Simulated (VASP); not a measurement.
Here is a VASP 6.6.1 calculation.

File INCAR:

```
SYSTEM = Rh
PREC = Accurate ; ENCUT = 520
EDIFF = 1E-7 ; ISMEAR = 0
SIGMA = 0.1 ; LREAL = .FALSE.
LASPH = .TRUE. ; NELM = 60
ALGO = Normal ; ISIF = 2
LWAVE = .FALSE. ; LCHARG = .TRUE.
GGA = PE ; LELF = .TRUE.
LVHAR = .TRUE. ; NBANDS = 14
```

KPOINTS

```
regular mesh
0
G
  18 18 18
  0 0 0
```

File POSCAR:

```
Rh
1.0
    0.0000000000      1.8956443845      1.8956443845
    1.8956443845      0.0000000000      1.8956443845
    1.8956443845      1.8956443845      0.0000000000
Rh
1
Direct
    0.0000000000      0.0000000000      0.0000000000
```

Potentials or basis: VASP PAW PBE potentials, release 64 (Rh_pv).

Command:

```console
$ cat potpaw_PBE.64/Rh_pv/POTCAR > POTCAR
$ mpirun -np 1 vasp_std > vasp.out
```

Problem. Estimate the pressure.

Solution. 8.5 GPa.
